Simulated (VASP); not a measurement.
# Ag (P-1) in VASP: notebook

Ag is run at these levels: PBEsol; tasks: single point, relaxation of cell and atoms.

Everything below comes from runs of VASP 6.6.1. Logs are shortened: lines on timing, memory, paths and dates and some standing lists are left out, and cuts for length are marked.

**1. The cell of the first run**

The typed cell holds 2 atoms: a = 2.823 Å, b = 2.825 Å, c = 4.657 Å, α = 88.89°, β = 90.50°, γ = 118.07°.

**2. Single point, PBEsol (atoms moved at random and the cell strained at random)**

The input, INCAR:

```
PREC     = Accurate       # precision mode
ENCUT    = 520            # plane-wave cutoff, eV
EDIFF    = 1E-6           # SCF threshold, eV
ISMEAR   = 0              # smearing method
SIGMA    = 0.15           # smearing width, eV
LREAL    = F              # projectors in reciprocal space
LASPH    = T              # aspherical terms in the spheres
NELM     = 100            # most SCF steps
ALGO     = Fast           # electronic algorithm
ISIF     = 2              # what is computed and relaxed
LWAVE    = F              # write WAVECAR
LCHARG   = F              # write CHGCAR
GGA      = PS             # functional
NBANDS   = 18             # bands
```

The input, KPOINTS:

```
Automatic mesh
0
Gamma
  12 12 8
```

The input, POSCAR:

```
Ag
1.0
    2.8221534768      0.0471156406     -0.0124957959
   -1.3702733968      2.4699243366      0.0274071633
   -0.0204439956      0.0399734661      4.6565798314
Ag
2
Direct
    0.3125241854      0.5730497931      0.2508242844
    0.6874758146      0.4269502069      0.7491757156
```

Potentials or basis: VASP PAW PBE potentials, release 64 (Ag).

The run is started by

```bash
cat potpaw_PBE.64/Ag/POTCAR > POTCAR
mpirun -np 1 vasp_std > vasp.out
```

OUTCAR:

```text
PREC = Accurate
   ENCUT = 520
   EDIFF = 1E-6
   ISMEAR = 0
   LREAL = F
   LASPH = T
   NELM = 100
   ISIF = 2
   GGA = PS

 ion  position               nearest neighbor table
   1  0.313  0.573  0.251-   2 2.65   2 2.69   2 2.83   2 2.83   2 3.13   2 3.18
   2  0.687  0.427  0.749-   1 2.65   1 2.69   1 2.83   1 2.83   1 3.13   1 3.18

  LATTYP: Found a triclinic cell.
 ALAT       =     2.8246993757
 B/A-ratio  =     0.9992477181
 C/A-ratio  =     1.6485988975
 COS(alpha) =     0.0086730868
 COS(beta)  =     0.0193376909
 COS(gamma) =     0.4704788559

  Lattice vectors:

 A1 = (  -1.3702733968,   2.4699243366,   0.0274071633)
 A2 = (  -2.8221534768,  -0.0471156406,   0.0124957959)
 A3 = (  -0.0204439956,   0.0399734661,   4.6565798314)

Analysis of symmetry for initial positions (statically):
=====================================================================
 Subroutine PRICEL returns:
 Original cell was already a primitive cell.

 Routine SETGRP: Setting up the symmetry group for a
 triclinic supercell.

 Subroutine GETGRP returns: Found  2 space group operations
 (whereof  2 operations were pure point group operations)
 out of a pool of  2 trial point group operations.

The static configuration has the point symmetry S_2 .

Analysis of symmetry for dynamics (positions and initial velocities):
=====================================================================
 Subroutine PRICEL returns:
 Original cell was already a primitive cell.

 Routine SETGRP: Setting up the symmetry group for a
 triclinic supercell.

 Subroutine GETGRP returns: Found  2 space group operations
 (whereof  2 operations were pure point group operations)
 out of a pool of  2 trial point group operations.

The dynamic configuration has the point symmetry S_2 .

 Subroutine INISYM returns: Found  2 space group operations
 (whereof  2 operations are pure point group operations),
 and found     1 'primitive' translations

----------------------------------------------------------------------------------------

                                     Primitive cell

  volume of cell :      32.7563

  direct lattice vectors                    reciprocal lattice vectors
     2.822153477  0.047115641 -0.012495796     0.351086945  0.194778712 -0.000130645
    -1.370273397  2.469924337  0.027407163    -0.006713131  0.401184909 -0.003473364
    -0.020443996  0.039973466  4.656579831     0.000981643 -0.001838565  0.214769981

  length of vectors
     2.822574406  2.824699376  4.656796277     0.401498203  0.401256105  0.214780094

  position of ions in fractional coordinates (direct lattice)
     0.312524185  0.573049793  0.250824284
     0.687475815  0.426950207  0.749175716

  ion indices of the primitive-cell ions
   primitive index   ion index
                 1           1
                 2           2

----------------------------------------------------------------------------------------

 KPOINTS: Automatic mesh

Automatic generation of k-mesh.
 Grid dimensions read from file:
 generate k-points for:   12   12    8

 Generating k-lattice:

  Cartesian coordinates                     Fractional coordinates (reciprocal lattice)
     0.029257245  0.016231559 -0.000010887     0.083333333  0.000000000  0.000000000
    -0.000559428  0.033432076 -0.000289447     0.000000000  0.083333333  0.000000000
     0.000122705 -0.000229821  0.026846248    -0.000000000  0.000000000  0.125000000

  Length of vectors
     0.033458184  0.033438009  0.026847512

  Shift w.r.t. Gamma in fractional coordinates (k-lattice)
     0.000000000  0.000000000  0.000000000

 Subroutine IBZKPT returns following result:
 ===========================================

 Found    580 irreducible k-points:

 Following reciprocal coordinates:
            Coordinates               Weight
  0.000000  0.000000  0.000000      1.000000
  0.083333 -0.000000  0.000000      2.000000
  0.166667 -0.000000  0.000000      2.000000
  0.250000 -0.000000 -0.000000      2.000000
  0.333333 -0.000000  0.000000      2.000000
  0.416667 -0.000000 -0.000000      2.000000
[... 16 lines left out ...]
  0.250000  0.166667  0.000000      2.000000
  0.333333  0.166667  0.000000      2.000000
 [... further k-points ...]
   k-points           NKPTS =    580   k-points in BZ     NKDIM =    580   number of bands    NBANDS=     18
   number of dos      NEDOS =    301   number of ions     NIONS =      2
   total plane-waves  NPLWV =  20736
   dimension x,y,z NGX =    24 NGY =   24 NGZ =   36
   dimension x,y,z NGXF=    48 NGYF=   48 NGZF=   72
   ions per type =               2
   NGX,Y,Z   is equivalent  to a cutoff of  14.14, 14.13, 12.85 a.u.
   NGXF,Y,Z  is equivalent  to a cutoff of  28.27, 28.25, 25.70 a.u.
 SYSTEM =  unknown system
   PREC   = accura    normal or accurate (medium, high low for compatibility)
   ISTART =      0    job   : 0-new  1-cont  2-samecut
   ICHARG =      2    charge: 1-file 2-atom 10-const
   ISPIN  =      1    spin polarized calculation?
   LNONCOLLINEAR =      F non collinear calculations
   LSORBIT =      F    spin-orbit coupling
   LASPH  =      T    aspherical Exc in radial PAW
   ENCUT  =  520.0 eV  38.22 Ry    6.18 a.u.   5.25  5.25  8.66*2*pi/ulx,y,z
   NELM   =    100;   NELMIN=  2; NELMDL= -5     # of ELM steps
   EDIFF  = 0.1E-05   stopping-criterion for ELM
   LREAL  =      F    real-space projection
[... 7 lines left out ...]
   TEBEG  =    0.0;   TEEND  =   0.0 temperature during run
   PSTRESS=    0.0 pullay stress
   NELECT =      22.0000    total number of electrons
   NUPDOWN=      -1.0000    fix difference up-down
   EMIN   =  10.00;   EMAX   =-10.00  energy-range for DOS
   EFERMI =   0.00;   METHOD = LEGACY
   ISMEAR =     0;   SIGMA  =   0.15  broadening in eV -4-tet -1-fermi 0-gaus
   EFERMI_NEDOS =   21; number of points for ismear=-14 and -15
   IALGO  =     68    algorithm
   IMIX   =      4    mixing-type and parameters
     AMIX     =   0.40;   BMIX     =  1.00
     AMIX_MAG =   1.60;   BMIX_MAG =  1.00
  volume/ion in A,a.u.               =      16.38       110.53
  Fermi-wavevector in a.u.,A,eV,Ry     =   1.433675  2.709254 27.965758  2.055425
  Thomas-Fermi vector in A             =   2.553168
   LORBIT       =      0    0 simple, 1 ext, 2 COOP (PROOUT), +10 PAW based schemes
   GGA     = PS    functional components
   LHFCALC =     F    Hartree Fock is set to
   AEXX    =    0.0000 exact exchange contribution
   IVDW    =     0    specifies the selected vdW correction
   LEPSILON=     F    determine dielectric tensor
   LRPA    =     F    only Hartree local field effects (RPA)
 non-spin polarized calculation
 RMM-DIIS sequential band-by-band and
 Gauss-broadening in eV      SIGMA  =   0.15
  energy-cutoff  :      520.00
  volume of cell :       32.76
 maximum number of plane-waves:       895
 NGX is ok and might be reduce to    24
   NGX = 11   NGY = 11   NGZ = 17

 number of electron      22.0000001 magnetization

 Free energy of the ion-electron system (eV)
  ---------------------------------------------------
  ext. energy  EPLUGINS =         0.00000000
  ---------------------------------------------------
  free energy    TOTEN  =        -6.48300685 eV

  energy without entropy =       -6.47702702  energy(sigma->0) =       -6.48001693

 E-fermi :   8.7955     XC(G=0): -12.6432

 val. band max:        8.7855536528   @ k =   0.2500   0.5000   0.2500
 cond. band min:       8.7983889279   @ k =   0.0833   0.0833   0.1250
 fundamental gap:      0.0128352750
 Fermi energy:         8.7954750645

 k-point     1 :       0.0000    0.0000    0.0000
  band No.  band energies     occupation
      1       0.6735      2.00000
      2       2.1500      2.00000
      3       3.3419      2.00000
      4       3.8795      2.00000
      5       4.1340      2.00000
      6       4.1949      2.00000
[... 10 lines left out ...]
     17      26.9653      0.00000
     18      29.7535      0.00000

 k-point     2 :       0.0833   -0.0000    0.0000
  band No.  band energies     occupation
      1       0.8690      2.00000
      2       2.2810      2.00000
      3       3.3616      2.00000
      4       3.8189      2.00000
      5       4.0828      2.00000
      6       4.2129      2.00000
[... 10 lines left out ...]
     17      26.7473      0.00000
     18      28.8278      0.00000

 k-point     3 :       0.1667   -0.0000    0.0000
  band No.  band energies     occupation
      1       1.4164      2.00000
      2       2.6156      2.00000
      3       3.3575      2.00000
      4       3.6928      2.00000
      5       3.8782      2.00000
      6       4.3479      2.00000
[... 10 lines left out ...]
     17      26.4431      0.00000
     18      27.5297      0.00000

 k-point     4 :       0.2500   -0.0000   -0.0000
  band No.  band energies     occupation
      1       2.1370      2.00000
      2       2.8511      2.00000
      3       3.4237      2.00000
      4       3.5181      2.00000
      5       3.6185      2.00000
      6       4.1815      2.00000
[... 10 lines left out ...]
     17      24.8775      0.00000
     18      25.8234      0.00000

 k-point     5 :       0.3333   -0.0000    0.0000
  band No.  band energies     occupation
      1       2.5597      2.00000
      2       2.7485      2.00000
      3       3.0990      2.00000
      4       3.6412      2.00000
      5       3.9634      2.00000
      6       4.0094      2.00000
[... 10 lines left out ...]
     17      22.3673      0.00000
     18      24.7068      0.00000

 k-point     6 :       0.4167   -0.0000   -0.0000
  band No.  band energies     occupation
      1       2.5140      2.00000
      2       2.6829      2.00000
      3       2.8284      2.00000
      4       3.7910      2.00000
      5       3.9054      2.00000
      6       4.4908      2.00000
[... 307 lines left out ...]
 k-point    21 :       0.0833    0.1667    0.0000
  band No.  band energies     occupation
      1       1.7701      2.00000
      2       2.5640      2.00000
      3       3.4633      2.00000
      4       3.5389      2.00000
      5       3.9686      2.00000
      6       3.9910      2.00000
[... 10 lines left out ...]
     17      26.3388      0.00000
     18      26.4886      0.00000

 k-point    22 :       0.1667    0.1667    0.0000
  band No.  band energies     occupation
      1       2.3827      2.00000
      2       2.8796      2.00000
      3       3.2127      2.00000
      4       3.3457      2.00000
      5       3.8482      2.00000
      6       3.8797      2.00000
[... 10 lines left out ...]
     17      25.0207      0.00000
     18      25.9176      0.00000

 k-point    23 :       0.2500    0.1667    0.0000
  band No.  band energies     occupation
      1       2.8892      2.00000
      2       2.9731      2.00000
      3       3.0513      2.00000
      4       3.4208      2.00000
      5       3.7881      2.00000
      6       3.8154      2.00000
[... 10 lines left out ...]
     17      22.9935      0.00000
     18      24.3657      0.00000

 k-point    24 :       0.3333    0.1667    0.0000
  band No.  band energies     occupation
      1       2.8138      2.00000
      2       2.9024      2.00000
      3       3.0602      2.00000
      4       3.7573      2.00000
      5       3.8161      2.00000
      6       4.0118      2.00000
[... 10 lines left out ...]
     17      20.7048      0.00000
     18      23.8914      0.00000

 [... further k-points ...]
[... 5 lines left out ...]
  --------------------------------------------------------------------------------------
  -------------------------------------------------------------------------------------
  Total        1.3163519     -0.3625978      1.6738766     -0.3046080     -0.0568128      0.1716151
  in kB       64.3854798    -17.7354045     81.8727466    -14.8990063     -2.7788312      8.3940455
  external PRESSURE =      42.8409406 kB  Pullay stress =       0.0000000 kB

 VOLUME and BASIS-vectors are now :
 -----------------------------------------------------------------------------
  energy-cutoff  :      520.00
  volume of cell :       32.76
      direct lattice vectors                 reciprocal lattice vectors
     2.822153477  0.047115641 -0.012495796     0.351086945  0.194778712 -0.000130645
    -1.370273397  2.469924337  0.027407163    -0.006713131  0.401184909 -0.003473364
    -0.020443996  0.039973466  4.656579831     0.000981643 -0.001838565  0.214769981

 POSITION                                       TOTAL-FORCE (eV/Angst)
 -----------------------------------------------------------------------------------
      0.09163      1.44014      1.17978        -0.390180      0.228676     -0.141251
      1.33981      1.11687      3.49171         0.390180     -0.228676      0.141251
 -----------------------------------------------------------------------------------
    total drift:                                0.000000      0.000000     -0.000000

  FREE ENERGIE OF THE ION-ELECTRON SYSTEM (eV)
  ---------------------------------------------------
  free  energy   TOTEN  =        -6.4830068458 eV

  energy  without entropy=       -6.4770270201  energy(sigma->0) =       -6.48001693
```

Wall time 1.8 min (1 thread of Intel Xeon 6975P-C (Granite Rapids), shared host); peak memory 0.37 GiB.

Results:

```yaml
Free_energy: -6.4830 eV
Pressure: 4.3 GPa
Largest_force: 0.474 eV/Å
Band_gap_on_the_k_mesh: zero (bands 11 and 12 overlap by 7.46 eV)
```

Forces in eV/Å, atoms in the order of the input:
```
Ag  -0.390  0.229 -0.141
Ag   0.390 -0.229  0.141
```

Levels at points of the mesh, in eV from the Fermi level:
```csv
k point,band 7,band 8,band 9,band 10,band 11,band 12,band 13,band 14,band 15,band 16
"(0.00, 0.00, 0.00)",-4.56,-4.24,-3.80,-3.46,-2.67,-0.55,3.89,15.64,16.27,17.73
"(0.50, 0.00, 0.00)",-4.12,-3.44,-2.94,-2.83,0.20,1.35,7.20,7.65,9.27,10.21
"(0.00, 0.50, 0.00)",-3.01,-2.96,-2.82,-2.76,-0.87,2.26,5.44,5.89,10.96,11.35
"(0.50, 0.50, 0.00)",-4.25,-3.26,-2.93,-2.72,1.05,1.18,8.42,8.70,9.23,9.60
"(0.00, 0.00, 0.50)",-4.54,-4.52,-3.59,-3.55,-3.50,-3.42,11.37,11.48,16.32,16.43
"(0.50, 0.00, 0.50)",-2.90,-2.89,-2.82,-2.80,0.41,0.42,4.82,4.84,12.80,13.10
"(0.00, 0.50, 0.50)",-3.69,-3.66,-2.89,-2.87,1.44,1.66,3.53,3.77,14.04,14.12
"(0.50, 0.50, 0.50)",-2.85,-2.84,-2.66,-2.62,0.41,0.61,5.39,5.71,12.33,12.50
```

Caveat: the cell differs from its parent crystal (atoms moved at random and the cell strained at random); the stress differs along the axes, from -2 to 8 GPa; the PAW data sets were made with another functional, which shifts forces and pressure a little.

**3. Relaxation of cell and atoms, PBEsol**

The input, INCAR:

```
SYSTEM = Ag
PREC = Accurate
ENCUT = 600
EDIFF = 1E-6
ISMEAR = 0
SIGMA = 0.15
LREAL = .False.
LASPH = .True.
NELM = 100
ALGO = Fast
ISIF = 3
LWAVE = .False.
LCHARG = .False.
GGA = PS
IBRION = 2
NSW = 100
EDIFFG = -0.01
```

The input, KPOINTS:

```
Automatic mesh
0
Gamma
  12 12 8
  0 0 0
```

POSCAR is that of step 2.

Potentials or basis: VASP PAW PBE potentials, release 64 (Ag).

The run is started by

```bash
cat potpaw_PBE.64/Ag/POTCAR > POTCAR
mpirun -np 1 vasp_std > vasp.out
```

Run time: 28 min. Hardware: 1 thread of Intel Xeon 6975P-C (Granite Rapids), shared host; peak memory 0.47 GiB.

The run converged. Its results:

| Quantity | Value |
| --- | --- |
| Free energy | -6.6044 eV |
| Relaxed volume | 16.69 Å³/atom |
| Relaxed cell | a = 2.868 Å, b = 2.875 Å, c = 4.674 Å, α = 89.88°, β = 90.09°, γ = 120.03° |
| Space group after relaxing (to 0.1 Å) | P6_3/mmc (No. 194) |
| Energy gained by relaxing | 60.6 meV/atom |
| Ionic steps | 34 |
| Pressure after relaxing | 0.0 GPa |
| Largest force after relaxing | 0.007 eV/Å |
| Band gap on the k mesh | zero (bands 11 and 12 overlap by 7.48 eV) |

Forces on the atoms (eV/Å):
```
Ag   0.001 -0.007 -0.001
Ag  -0.001  0.007  0.001
```

Stress tensor (GPa, compression positive):
```
 0.03  0.08  0.05
 0.08  0.01 -0.06
 0.05 -0.06  0.00
```

Step by step:
| step | energy change (eV) | largest force (eV/Å) | pressure (GPa) | volume (Å³) |
| --- | --- | --- | --- | --- |
| 1 | 0.0000 | 0.4741 | 4.30 | 32.76 |
| 2 | -0.0473 | 0.2082 | -3.77 | 34.86 |
| 3 | -0.0509 | 0.2518 | -2.26 | 34.37 |
| 4 | -0.0709 | 0.1952 | -0.34 | 33.67 |
| 5 | -0.0735 | 0.1719 | 0.73 | 33.35 |
| 6 | -0.0816 | 0.1373 | 0.06 | 33.47 |
| 7 | -0.0877 | 0.0928 | -0.68 | 33.65 |
| 8 | -0.0880 | 0.0857 | -0.81 | 33.69 |
| 9 | -0.0912 | 0.1020 | 0.89 | 33.19 |
| 10 | -0.0913 | 0.1009 | 0.63 | 33.26 |
| 11 | -0.0949 | 0.1061 | 0.08 | 33.42 |
| 12 | -0.0964 | 0.1144 | -0.61 | 33.61 |
| 13 | -0.0991 | 0.1114 | -0.36 | 33.54 |
| 14 | -0.1053 | 0.0993 | 0.37 | 33.34 |
| 15 | -0.1055 | 0.0509 | 1.86 | 32.90 |
| 16 | -0.1077 | 0.0799 | 0.94 | 33.12 |
| 17 | -0.1113 | 0.0597 | 0.46 | 33.28 |
| 18 | -0.1141 | 0.0318 | -0.40 | 33.51 |
| 19 | -0.1142 | 0.0231 | -0.74 | 33.59 |
| 20 | -0.1172 | 0.0195 | -0.21 | 33.43 |
| 21 | -0.1184 | 0.0290 | 0.34 | 33.28 |
| 22 | -0.1184 | 0.0314 | 0.38 | 33.25 |
| 23 | -0.1194 | 0.0357 | -0.01 | 33.39 |
| 24 | -0.1195 | 0.0388 | -0.30 | 33.47 |
| 25 | -0.1198 | 0.0397 | -0.02 | 33.37 |
| 26 | -0.1199 | 0.0404 | 0.18 | 33.33 |
| 27 | -0.1201 | 0.0363 | 0.15 | 33.36 |
| 28 | -0.1204 | 0.0320 | -0.13 | 33.40 |
| 29 | -0.1204 | 0.0220 | -0.41 | 33.49 |
| 30 | -0.1205 | 0.0326 | -0.22 | 33.44 |
| 31 | -0.1208 | 0.0212 | -0.11 | 33.40 |
| 32 | -0.1210 | 0.0112 | 0.12 | 33.33 |
| 33 | -0.1210 | 0.0126 | 0.21 | 33.32 |
| 34 | -0.1211 | 0.0072 | 0.01 | 33.37 |

Final structure:
```xyz
2
Lattice="2.8680 -0.0010 -0.0024 -1.4378 2.4897 0.0042 -0.0030 0.0017 4.6745" Properties=species:S:1:pos:R:3 pbc="T T T"
Ag   -0.0036    1.6650    1.1707
Ag    1.4308    0.8254    3.5055
```

Levels at points of the mesh, in eV from the Fermi level:
```csv
k point,band 8,band 9,band 10,band 11,band 12,band 13,band 14,band 15
"(0.00, 0.00, 0.00)",-4.08,-4.05,-3.00,-2.98,-0.41,3.82,15.73,17.77
"(0.50, 0.00, 0.00)",-2.85,-2.78,-2.71,0.15,1.68,7.05,7.30,9.70
"(0.00, 0.50, 0.00)",-2.86,-2.78,-2.71,0.16,1.62,7.06,7.33,9.61
"(0.50, 0.50, 0.00)",-2.86,-2.78,-2.71,0.13,1.66,7.03,7.28,9.68
"(0.00, 0.00, 0.50)",-4.54,-3.33,-3.32,-3.31,-3.31,11.43,11.43,16.11
"(0.50, 0.00, 0.50)",-3.06,-2.76,-2.76,0.78,0.79,4.78,4.79,13.76
"(0.00, 0.50, 0.50)",-3.04,-2.77,-2.77,0.72,0.74,4.76,4.78,13.85
"(0.50, 0.50, 0.50)",-3.06,-2.77,-2.76,0.76,0.78,4.74,4.78,13.82
```

Caveat: the PAW data sets were made with another functional, which shifts forces and pressure a little. Zero-point motion and thermal expansion aren't in these numbers.

The gap in the log of VASP goes by the Fermi energy; the results here count the filled bands.